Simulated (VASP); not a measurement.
**ZrB2: single point with PBE+D4**

The system is ZrB2.

```
CELL_PARAMETERS angstrom
3.15471 0.00000 0.00000
-1.57736 2.73206 0.00000
0.00000 0.00000 3.49203
ATOMIC_POSITIONS crystal
Zr 0.00000 0.00000 0.00000
B 0.33333 0.66667 0.50000
B 0.66667 0.33333 0.50000
```

| Quantity | Value |
| --- | --- |
| Program | VASP 6.6.1 |
| Task | single point |
| Functional | PBE |
| Dispersion | D4 |
| Potentials or basis | VASP PAW PBE potentials, release 64 (Zr_sv, B) |
| Cutoff | 520 eV |
| k mesh | 8 × 8 × 8 |
| Occupations | gaussian, width 0.05 eV |
| Spin | no spin polarisation |

| Item | Value |
| --- | --- |
| Pressure | 0.2 GPa |
| Band gap on the k mesh | zero (band 9 reaches 11.29 eV, above the bottom of band 10 at 10.72 eV) |
| Dispersion energy per atom | -0.322 eV |

Levels at points of the mesh, in eV from the Fermi level:
```
           k point  band 5  band 6  band 7  band 8  band 9  band 10  band 11  band 12  band 13  band 14
(0.00, 0.00, 0.00)  -12.77   -2.67   -2.67   -2.56   -2.23     3.55     3.55     4.40     4.40     4.96
(0.50, 0.00, 0.00)   -9.01   -8.47   -3.87   -3.05   -2.69     2.34     2.43     5.08     5.20     6.73
(0.00, 0.00, 0.50)  -10.63   -6.96   -0.96   -0.96    0.32     0.32     0.86     0.86     2.05     5.08
(0.50, 0.00, 0.50)   -9.98   -6.95   -4.67   -4.15   -1.91     3.99     4.21     5.48     6.57     6.74
```

It took 15 s on 1 thread of AMD EPYC 9R45 96-Core Processor (Zen 5) (shared host), peak memory 0.13 GiB.

Caveat: pairwise dispersion overbinds metals, which lowers pressure and volume.
